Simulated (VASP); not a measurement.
Here is a VASP 6.6.1 calculation.

INCAR

```
SYSTEM = HfN
PREC = Accurate
ENCUT = 520
EDIFF = 1E-6
ISMEAR = 0
SIGMA = 0.15
LREAL = .FALSE.
LASPH = .TRUE.
NELM = 60
ALGO = Normal
ISIF = 2
LWAVE = .FALSE.
LCHARG = .FALSE.
GGA = PS
NBANDS = 23
```

KPOINTS

```
Automatic mesh
0
G
  14 14 10
  0 0 0
```

File POSCAR:

```
HfN
1.0
    0.0000000000     -2.2508000098     -2.2508000098
    0.0000000000      2.2508000098     -2.2508000098
    4.5016000196      0.0000000000      0.0000000000
Hf N
2 2
Direct
    0.5051569501      0.4948430499      0.5000000000
   -0.0051569501      0.0051569501      0.0000000000
    0.5073473324      0.4926526676      0.0000000000
   -0.0073473324      0.0073473324      0.5000000000
```

Potentials or basis: VASP PAW PBE potentials, release 64 (Hf_pv, N).

Run with:

```bash
$ cat potpaw_PBE.64/Hf_pv/POTCAR potpaw_PBE.64/N/POTCAR > POTCAR
$ mpirun -np 1 vasp_std > vasp.out
```

(1) Estimate the band gap on the k mesh.

(2) Predict the pressure.

(3) Estimate the largest force.

Answers

(1) zero (band 15 reaches 11.64 eV, above the bottom of band 16 at 4.79 eV).

(2) -1.7 GPa.

(3) 0.625 eV/Å.

Caveat: the cell differs from its parent crystal (mode 4 frozen in at -0.021 Å and mode 11 at -0.045 Å (largest displacements)); the PAW data sets were made with another functional, which shifts forces and pressure a little; spin-orbit coupling is left out, which moves the levels of the heavy elements.
